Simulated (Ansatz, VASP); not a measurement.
## CdTe in VASP and in Ansatz

Contents of POSCAR:

```
CdTe
1.0
    0.0000000000      3.2471758892      3.2471758892
    3.2471758892      0.0000000000      3.2471758892
    3.2471758892      3.2471758892      0.0000000000
Te Cd
1 1
Direct
    0.7500000000      0.7500000000      0.7500000000
    0.0000000000      0.0000000000      0.0000000000
```

Contents of INCAR.step1:

```
ALGO = Normal ; EDIFF = 1E-5
ENCUT = 520 ; GGA = PE
ISIF = 2 ; ISMEAR = -1
LASPH = True ; LREAL = False
LWAVE = True ; NBANDS = 16
NELM = 60 ; PREC = Accurate
SIGMA = 0.05
```

Contents of INCAR.step2:

```
ALGO = Normal ; EDIFF = 1E-6
ENCUT = 520 ; GGA = PE
HFSCREEN = 0.2079 ; ISIF = 2
ISMEAR = -1 ; ISTART = 1
LASPH = True ; LCHARG = True
LELF = True ; LHFCALC = True
LREAL = False ; LVHAR = True
LWAVE = False ; NBANDS = 16
NELM = 60 ; PREC = Accurate
PRECFOCK = Normal ; SIGMA = 0.05
```

File KPOINTS:

```
k-points
0
Gamma
  4 4 4
```

Contents of input.yaml:

```yaml
crystal:
  lattice:
    - [0.0, 3.2471758892, 3.2471758892]
    - [3.2471758892, 0.0, 3.2471758892]
    - [3.2471758892, 3.2471758892, 0.0]
  atoms:
    - { symbol: Te, position: [0.75, 0.75, 0.75] }
    - { symbol: Cd, position: [0.0, 0.0, 0.0] }
hamiltonian:
  xc: hse06
  pseudopotentials: { kind: paw }
kpoints:
  mp_grid: { grid: [4, 4, 4] }
scf:
  occupations: { method: fermi_dirac, width: 0.05 }
output:
  forces: true
  stress: true
  eigenvalues: true
  write_density: true
  write_potential: true
  elf: true
  volumetric_format: npy
```

Alike in both runs: task single point; functional HSE06; k mesh 4 × 4 × 4; occupations fermi-dirac, width 0.05 eV; no spin polarisation.

|  | VASP | Ansatz |
| --- | --- | --- |
| version | VASP 6.6.1 | Ansatz 0.2.0 |
| potentials or method | VASP PAW PBE potentials, release 64 (Te, Cd) | Ansatz PAW |
| plane-wave cutoff (eV) | 520 | 420 |
| valence electrons in the cell | 18 | 36 |

```csv
,VASP,Ansatz,Ansatz less VASP
gap on the k mesh at the Fermi level (eV),1.54,1.63,+0.087
least direct gap on the mesh (eV),1.54,1.63,+0.087
pressure (GPa),1.5,1.6,+0.03
```

VASP's potentials hold 18 valence electrons a cell and Ansatz's 36, so a difference there can come from the potentials and not from the codes.

Spin-orbit coupling is off throughout.
